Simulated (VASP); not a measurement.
Wanted: the native input for a VASP 6.6.1 run.

```yaml
Task: single point
Functional: PBE
Potentials_or_basis: VASP PAW PBE potentials, release 64 (Be, Li_sv)
Cutoff: 750 eV
k_mesh: 13 × 8 × 6
Occupations: gaussian, width 0.05 eV
Spin: no spin polarisation
Dipole_correction: no
Further_INCAR_settings: ALGO = Normal; EDIFF = 1e-06; NBANDS = 13
```

The structure of LiBe lies in POSCAR:

```
LiBe
1.0
    2.2959861536      0.0000000000      0.0000000000
    0.0000000000      3.6127729800      0.0000000000
   -0.4017425219      0.0000000000      5.5135259934
Be Li
2 2
Direct
    0.2689720000      0.7578760000      0.4242710000
    0.7681370000      0.2360690000      0.5659350000
    0.2778440000      0.7688110000      0.8468290000
    0.7391970000      0.2588130000      0.1610870000
```

These files were run (other wordings do the same):

INCAR

```
SYSTEM = LiBe
  ALGO = Normal
  EDIFF = 1E-6
  ENCUT = 750
  GGA = PE
  GGA_COMPAT = .False.
  ISIF = 2
  ISMEAR = 0
  LASPH = .True.
  LCHARG = .False.
  LREAL = .False.
  LWAVE = .False.
  NBANDS = 13
  NELM = 120
  PREC = Accurate
  SIGMA = 0.05
```

KPOINTS

```
k-points
0
Gamma
  13 8 6
  0 0 0
```

Potentials or basis: VASP PAW PBE potentials, release 64 (Be, Li_sv).

Launch:

```sh
$ cat potpaw_PBE.64/Be/POTCAR potpaw_PBE.64/Li_sv/POTCAR > POTCAR
$ mpirun -np 1 vasp_std > vasp.out
```

Results of the run:

```json
{"Pressure": "0.4 GPa", "Largest force": "0.577 eV/Å", "Band gap on the k mesh": "zero (bands 5 and 6 overlap by 5.15 eV)"}
```

Run time: 4.1 min on 1 thread of Intel(R) Xeon(R) Platinum 8488C (Sapphire Rapids), with other jobs on the host, peak memory 0.38 GiB.
